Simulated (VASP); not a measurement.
# W (P6_3/mmc) in VASP: a series of runs

W is run at these levels: PBE; tasks: single point.

Everything below comes from runs of VASP 6.6.1. Logs are shortened: lines on timing, memory, paths and dates and some standing lists are left out, and cuts for length are marked.

## (1) The cell of the first run

The structure is hexagonal, space group P6_3/mmc (No. 194). Conventional cell: a = 2.683 Å, b = 2.683 Å, c = 4.670 Å, α = 90.00°, β = 90.00°, γ = 120.00°. W (site symmetry -6m2) has 12 W at 2.68 to 2.80 Å within 3.5 Å.

## (2) Single point, PBE

INCAR

```
SYSTEM = W
ALGO = Normal
EDIFF = 1E-6
ENCUT = 520
GGA = PE
ISIF = 2
ISMEAR = -1
LASPH = .TRUE.
LCHARG = .FALSE.
LREAL = .FALSE.
LWAVE = .FALSE.
NBANDS = 21
NELM = 60
PREC = Accurate
SIGMA = 0.1
```

KPOINTS

```
k-points
0
G
  10 10 6
  0 0 0
```

POSCAR

```
W
1.0
    2.6829851773      0.0000000000      0.0000000000
   -1.3414925886      2.3235333215      0.0000000000
    0.0000000000      0.0000000000      4.6697080807
W
2
Direct
    0.3333333333      0.6666666667      0.2500000000
    0.6666666667      0.3333333333      0.7500000000
```

Potentials or basis: VASP PAW PBE potentials, release 64 (W_sv).

Run with:

```bash
$ cat potpaw_PBE.64/W_sv/POTCAR > POTCAR
$ mpirun -np 1 vasp_std > vasp.out
```

OUTCAR:

```text
SYSTEM = W
   EDIFF = 1E-6
   ENCUT = 520
   GGA = PE
   ISIF = 2
   ISMEAR = -1
   LASPH = .TRUE.
   LREAL = .FALSE.
   NELM = 60
   PREC = Accurate

 ion  position               nearest neighbor table
   1  0.333  0.667  0.250-   2 2.80   2 2.80   2 2.80   2 2.80   2 2.80   2 2.80
   2  0.667  0.333  0.750-   1 2.80   1 2.80   1 2.80   1 2.80   1 2.80   1 2.80

  LATTYP: Found a hexagonal cell.
 ALAT       =     2.6829851773
 C/A-ratio  =     1.7404897054

  Lattice vectors:

 A1 = (   2.6829851773,   0.0000000000,   0.0000000000)
 A2 = (  -1.3414925886,   2.3235333215,   0.0000000000)
 A3 = (   0.0000000000,   0.0000000000,   4.6697080807)

Analysis of symmetry for initial positions (statically):
=====================================================================
 Subroutine PRICEL returns:
 Original cell was already a primitive cell.

 Routine SETGRP: Setting up the symmetry group for a
 hexagonal supercell.

 Subroutine GETGRP returns: Found 24 space group operations
 (whereof 12 operations were pure point group operations)
 out of a pool of 24 trial point group operations.

The static configuration has the point symmetry D_3d.
 The point group associated with its full space group is D_6h.

Analysis of symmetry for dynamics (positions and initial velocities):
=====================================================================
 Subroutine PRICEL returns:
 Original cell was already a primitive cell.

 Routine SETGRP: Setting up the symmetry group for a
 hexagonal supercell.

 Subroutine GETGRP returns: Found 24 space group operations
 (whereof 12 operations were pure point group operations)
 out of a pool of 24 trial point group operations.

The dynamic configuration has the point symmetry D_3d.
 The point group associated with its full space group is D_6h.

 Subroutine INISYM returns: Found 24 space group operations
 (whereof 12 operations are pure point group operations),
 and found     1 'primitive' translations

----------------------------------------------------------------------------------------

                                     Primitive cell

  volume of cell :      29.1110

  direct lattice vectors                    reciprocal lattice vectors
     2.682985177  0.000000000  0.000000000     0.372719167  0.215189511  0.000000000
    -1.341492589  2.323533321  0.000000000     0.000000000  0.430379023  0.000000000
     0.000000000  0.000000000  4.669708081     0.000000000  0.000000000  0.214146148

  length of vectors
     2.682985177  2.682985177  4.669708081     0.430379023  0.430379023  0.214146148

  position of ions in fractional coordinates (direct lattice)
     0.333333333  0.666666667  0.250000000
     0.666666667  0.333333333  0.750000000

  ion indices of the primitive-cell ions
   primitive index   ion index
                 1           1
                 2           2

----------------------------------------------------------------------------------------

 KPOINTS: k-points

Automatic generation of k-mesh.
 Grid dimensions read from file:
 generate k-points for:   10   10    6

 Generating k-lattice:

  Cartesian coordinates                     Fractional coordinates (reciprocal lattice)
     0.037271917  0.021518951  0.000000000     0.100000000  0.000000000  0.000000000
     0.000000000  0.043037902  0.000000000     0.000000000  0.100000000  0.000000000
     0.000000000  0.000000000  0.035691025     0.000000000  0.000000000  0.166666667

  Length of vectors
     0.043037902  0.043037902  0.035691025

  Shift w.r.t. Gamma in fractional coordinates (k-lattice)
     0.000000000  0.000000000  0.000000000

 Subroutine IBZKPT returns following result:
 ===========================================

 Found     56 irreducible k-points:

 Following reciprocal coordinates:
            Coordinates               Weight
  0.000000  0.000000  0.000000      1.000000
  0.100000  0.000000  0.000000      6.000000
  0.200000  0.000000  0.000000      6.000000
  0.300000  0.000000  0.000000      6.000000
  0.400000 -0.000000  0.000000      6.000000
  0.500000 -0.000000  0.000000      3.000000
[... 16 lines left out ...]
  0.300000  0.100000  0.166667     24.000000
  0.400000  0.100000  0.166667     24.000000
 [... further k-points ...]
   k-points           NKPTS =     56   k-points in BZ     NKDIM =     56   number of bands    NBANDS=     21
   number of dos      NEDOS =    301   number of ions     NIONS =      2
   total plane-waves  NPLWV =  14400
   dimension x,y,z NGX =    20 NGY =   20 NGZ =   36
   dimension x,y,z NGXF=    40 NGYF=   40 NGZF=   72
   ions per type =               2
   NGX,Y,Z   is equivalent  to a cutoff of  12.39, 12.39, 12.82 a.u.
   NGXF,Y,Z  is equivalent  to a cutoff of  24.79, 24.79, 25.63 a.u.
 SYSTEM =  W
   PREC   = accura    normal or accurate (medium, high low for compatibility)
   ISTART =      0    job   : 0-new  1-cont  2-samecut
   ICHARG =      2    charge: 1-file 2-atom 10-const
   ISPIN  =      1    spin polarized calculation?
   LNONCOLLINEAR =      F non collinear calculations
   LSORBIT =      F    spin-orbit coupling
   LASPH  =      T    aspherical Exc in radial PAW
   ENCUT  =  520.0 eV  38.22 Ry    6.18 a.u.   4.99  4.99  8.68*2*pi/ulx,y,z
   NELM   =     60;   NELMIN=  2; NELMDL= -5     # of ELM steps
   EDIFF  = 0.1E-05   stopping-criterion for ELM
   LREAL  =      F    real-space projection
   EDIFFG = 0.1E-04   stopping-criterion for IOM
   NSW    =      0    number of steps for IOM
   IBRION =     -1    ionic relax: 0-MD 1-quasi-New 2-CG
   NFREE  =      0    steps in history (QN), initial steepest desc. (CG)
   ISIF   =      2    stress and relaxation
   ISYM   =      2    0-nonsym 1-usesym 2-fastsym
   POTIM  = 0.5000    time-step for ionic-motion
   TEBEG  =    0.0;   TEEND  =   0.0 temperature during run
   PSTRESS=    0.0 pullay stress
   NELECT =      28.0000    total number of electrons
   NUPDOWN=      -1.0000    fix difference up-down
   EMIN   =  10.00;   EMAX   =-10.00  energy-range for DOS
   EFERMI =   0.00;   METHOD = LEGACY
   ISMEAR =    -1;   SIGMA  =   0.10  broadening in eV -4-tet -1-fermi 0-gaus
   EFERMI_NEDOS =   21; number of points for ismear=-14 and -15
   IALGO  =     38    algorithm
   IMIX   =      4    mixing-type and parameters
     AMIX     =   0.40;   BMIX     =  1.00
     AMIX_MAG =   1.60;   BMIX_MAG =  1.00
  volume/ion in A,a.u.               =      14.56        98.23
  Fermi-wavevector in a.u.,A,eV,Ry     =   1.616002  3.053801 35.531100  2.611462
  Thomas-Fermi vector in A             =   2.710659
   LORBIT       =      0    0 simple, 1 ext, 2 COOP (PROOUT), +10 PAW based schemes
   GGA     = PE    functional components
[... 5 lines left out ...]
 non-spin polarized calculation
  energy-cutoff  :      520.00
  volume of cell :       29.11
 maximum number of plane-waves:       805
 NGX is ok and might be reduce to    20
   NGX =  9   NGY =  9   NGZ = 17

 number of electron      28.0000001 magnetization

 Free energy of the ion-electron system (eV)
  ---------------------------------------------------
  ext. energy  EPLUGINS =         0.00000000
  ---------------------------------------------------
  free energy    TOTEN  =       -24.42671269 eV

  energy without entropy =      -24.36267230  energy(sigma->0) =      -24.39469250

 E-fermi :  12.3003     XC(G=0): -14.1130

 val. band max:       12.2984212676   @ k =   0.3000   0.1000   0.1667
 cond. band min:      12.3024384678   @ k =   0.0000   0.0000   0.1667
 fundamental gap:      0.0040172003
 Fermi energy:        12.3002545189

 k-point     1 :       0.0000    0.0000    0.0000
  band No.  band energies     occupation
      1     -61.2461      2.00000
      2     -61.1077      2.00000
      3     -26.3116      2.00000
      4     -24.8414      2.00000
      5     -24.7466      2.00000
      6     -24.7466      2.00000
[... 13 lines left out ...]
     20      17.2747      0.00000
     21      23.0256      0.00000

 k-point     2 :       0.1000    0.0000    0.0000
  band No.  band energies     occupation
      1     -61.2284      2.00000
      2     -61.0959      2.00000
      3     -26.2589      2.00000
      4     -24.9072      2.00000
      5     -24.8514      2.00000
      6     -24.7913      2.00000
[... 13 lines left out ...]
     20      18.5163      0.00000
     21      23.0116      0.00000

 k-point     3 :       0.2000    0.0000    0.0000
  band No.  band energies     occupation
      1     -61.1810      2.00000
      2     -61.0656      2.00000
      3     -26.1120      2.00000
      4     -25.3196      2.00000
      5     -25.1616      2.00000
      6     -24.9033      2.00000
[... 13 lines left out ...]
     20      20.7100      0.00000
     21      22.6174      0.00000

 k-point     4 :       0.3000    0.0000    0.0000
  band No.  band energies     occupation
      1     -61.1196      2.00000
      2     -61.0301      2.00000
      3     -25.9038      2.00000
      4     -25.8123      2.00000
      5     -25.6330      2.00000
      6     -25.0350      2.00000
[... 13 lines left out ...]
     20      21.9497      0.00000
     21      22.8016      0.00000

 k-point     5 :       0.4000   -0.0000    0.0000
  band No.  band energies     occupation
      1     -61.0659      2.00000
      2     -61.0050      2.00000
      3     -26.1964      2.00000
      4     -25.9933      2.00000
      5     -25.6908      2.00000
      6     -25.1375      2.00000
[... 13 lines left out ...]
     20      21.9090      0.00000
     21      24.2632      0.00000
[... 382 lines left out ...]
     20      19.2979      0.00000
     21      23.9725      0.00000

 k-point    22 :       0.2000    0.1000    0.1667
  band No.  band energies     occupation
      1     -61.1347      2.00000
      2     -61.0486      2.00000
      3     -25.9599      2.00000
      4     -25.5571      2.00000
      5     -25.4835      2.00000
      6     -25.0232      2.00000
[... 13 lines left out ...]
     20      20.5392      0.00000
     21      23.8164      0.00000

 k-point    23 :       0.3000    0.1000    0.1667
  band No.  band energies     occupation
      1     -61.0785      2.00000
      2     -61.0168      2.00000
      3     -26.0593      2.00000
      4     -25.8978      2.00000
      5     -25.6317      2.00000
      6     -25.1579      2.00000
[... 13 lines left out ...]
     20      21.2526      0.00000
     21      23.8120      0.00000

 k-point    24 :       0.4000    0.1000    0.1667
  band No.  band energies     occupation
      1     -61.0401      2.00000
      2     -61.0006      2.00000
      3     -26.2847      2.00000
      4     -26.1020      2.00000
      5     -25.5191      2.00000
      6     -25.2357      2.00000
[... 13 lines left out ...]
     20      21.8173      0.00000
     21      23.8525      0.00000

 [... further k-points ...]
[... 5 lines left out ...]
  --------------------------------------------------------------------------------------
  -------------------------------------------------------------------------------------
  Total        8.3916525      8.3916525      8.3523834      0.0000000     -0.0000000      0.0000000
  in kB      461.8502271    461.8502271    459.6889802      0.0000000     -0.0000000      0.0000000
  external PRESSURE =     461.1298115 kB  Pullay stress =       0.0000000 kB

 VOLUME and BASIS-vectors are now :
 -----------------------------------------------------------------------------
  energy-cutoff  :      520.00
  volume of cell :       29.11
      direct lattice vectors                 reciprocal lattice vectors
     2.682985177  0.000000000  0.000000000     0.372719167  0.215189511  0.000000000
    -1.341492589  2.323533321  0.000000000     0.000000000  0.430379023  0.000000000
     0.000000000  0.000000000  4.669708081     0.000000000  0.000000000  0.214146148

 POSITION                                       TOTAL-FORCE (eV/Angst)
 -----------------------------------------------------------------------------------
     -0.00000      1.54902      1.16743        -0.000000     -0.000000      0.000000
      1.34149      0.77451      3.50228         0.000000      0.000000      0.000000
 -----------------------------------------------------------------------------------
    total drift:                               -0.000000      0.000000     -0.000000

  FREE ENERGIE OF THE ION-ELECTRON SYSTEM (eV)
  ---------------------------------------------------
  free  energy   TOTEN  =       -24.4267126878 eV

  energy  without entropy=      -24.3626723039  energy(sigma->0) =      -24.39469250
```

It took 33 s on 1 thread of AMD EPYC 7R43 (Zen 3), shared host; peak memory 0.12 GiB.

Results:

- Free energy: -24.4267 eV
- Pressure: 46.1 GPa
- Band gap on the k mesh: zero (band 14 reaches 13.97 eV, above the bottom of band 15 at 11.71 eV)

Levels at points of the mesh, in eV from the Fermi level:
| k point | band 10 | band 11 | band 12 | band 13 | band 14 | band 15 | band 16 | band 17 | band 18 | band 19 |
| --- | --- | --- | --- | --- | --- | --- | --- | --- | --- | --- |
| (0.00, 0.00, 0.00) | -6.46 | -1.72 | -0.61 | -0.61 | 0.14 | 0.14 | 0.29 | 2.07 | 2.07 | 4.97 |
| (0.50, 0.00, 0.00) | -5.54 | -5.17 | -1.26 | -0.82 | -0.50 | -0.22 | 5.69 | 6.47 | 6.90 | 7.85 |
| (0.00, 0.00, 0.50) | -7.44 | -2.25 | -2.25 | -0.59 | -0.59 | -0.59 | -0.59 | 4.08 | 4.08 | 4.08 |
| (0.50, 0.00, 0.50) | -6.14 | -3.96 | -3.96 | 1.67 | 1.67 | 1.79 | 1.79 | 6.07 | 6.07 | 6.71 |

Caveat: spin-orbit coupling is left out, which moves the levels of the heavy elements.

## (3) Single point, PBE

This run uses another cell than the first one, of 15.08 Å³/atom, 1.036 times its volume.

INCAR

```
  ALGO = Normal
  EDIFF = 1E-6
  ENCUT = 520
  GGA = PE
  ISIF = 2
  ISMEAR = -1
  LASPH = T
  LCHARG = T
  LELF = T
  LREAL = F
  LVHAR = T
  LWAVE = F
  NBANDS = 21
  NELM = 80
  PREC = Accurate
  SIGMA = 0.1
```

KPOINTS

```
k-points
0
Gamma
  10 10 6
```

POSCAR

```
W
1.0
    2.7102637204      0.0000000000      0.0000000000
   -1.3551318602      2.3471572328      0.0000000000
    0.0000000000      0.0000000000      4.7425759309
W
2
Direct
    0.3333333333      0.6666666667      0.2500000000
    0.6666666667      0.3333333333      0.7500000000
```

Potentials or basis: VASP PAW PBE potentials, release 64 (W_sv).

Run with:

```bash
$ cat potpaw_PBE.64/W_sv/POTCAR > POTCAR
$ mpirun -np 1 vasp_std > vasp.out
```

It took 36 s on 1 thread of AMD EPYC 7R43 (Zen 3), shared host; peak memory 0.12 GiB.

Results (log left out):

| Quantity | Value |
| --- | --- |
| Free energy | -24.6806 eV |
| Pressure | 30.9 GPa |
| Band gap on the k mesh | zero (band 14 reaches 13.30 eV, above the bottom of band 15 at 11.25 eV) |

Stress tensor (GPa, compression positive):
```
30.93  0.00  0.00
 0.00 30.93  0.00
 0.00  0.00 30.75
```

Levels at points of the mesh, in eV from the Fermi level:
```
           k point  band 10  band 11  band 12  band 13  band 14  band 15  band 16  band 17  band 18  band 19
(0.00, 0.00, 0.00)    -6.28    -1.70    -0.55    -0.55     0.10     0.15     0.15     2.05     2.05     4.77
(0.50, 0.00, 0.00)    -5.38    -4.94    -1.26    -0.86    -0.40    -0.26     5.38     6.22     6.61     7.46
(0.00, 0.00, 0.50)    -7.35    -2.21    -2.21    -0.52    -0.52    -0.52    -0.52     3.91     3.91     3.91
(0.50, 0.00, 0.50)    -5.91    -3.80    -3.80     1.53     1.53     1.76     1.76     5.75     5.75     6.44
```

Caveat: spin-orbit coupling is left out, which moves the levels of the heavy elements.

## (4) Single point, PBE

This run uses another cell than the first one, of 15.72 Å³/atom, 1.080 times its volume.

INCAR

```
SYSTEM = W
PREC = Accurate
ENCUT = 520
EDIFF = 1E-7
ISMEAR = -1
SIGMA = 0.1
LREAL = .FALSE.
LASPH = .TRUE.
NELM = 100
ALGO = Normal
ISIF = 2
LWAVE = .FALSE.
LCHARG = .FALSE.
GGA = PE
NBANDS = 21
```

KPOINTS

```
Automatic mesh
0
G
  10 10 6
  0 0 0
```

POSCAR

```
W
1.0
    2.7416364479      0.0000000000      0.0000000000
   -1.3708182240      2.3743268119      0.0000000000
    0.0000000000      0.0000000000      4.8300862166
W
2
Direct
    0.3333333333      0.6666666667      0.2500000000
    0.6666666667      0.3333333333      0.7500000000
```

Run with:

```bash
$ cat potpaw_PBE.64/W_sv/POTCAR > POTCAR
$ mpirun -np 1 vasp_std > vasp.out
```

It took 46 s on 1 thread of AMD EPYC 7R43 (Zen 3), shared host; peak memory 0.12 GiB.

It converged, with:

- Free energy: -24.8645 eV
- Pressure: 15.7 GPa
- Band gap on the k mesh: zero (band 14 reaches 12.57 eV, above the bottom of band 15 at 10.73 eV)

Stress tensor (GPa, compression positive):
```
15.78  0.00  0.00
 0.00 15.78  0.00
 0.00  0.00 15.64
```

Levels at points of the mesh, in eV from the Fermi level:
```
           k point  band 12  band 13  band 14  band 15  band 16  band 17
(0.00, 0.00, 0.00)    -0.49    -0.49    -0.10     0.15     0.15     2.01
(0.50, 0.00, 0.00)    -1.26    -0.90    -0.31    -0.30     5.04     5.94
(0.00, 0.00, 0.50)    -2.17    -0.46    -0.46    -0.46    -0.46     3.71
(0.50, 0.00, 0.50)    -3.62     1.38     1.38     1.71     1.71     5.39
```

Caveat: spin-orbit coupling is left out, which moves the levels of the heavy elements.

(Continued in part 2 of 2.)
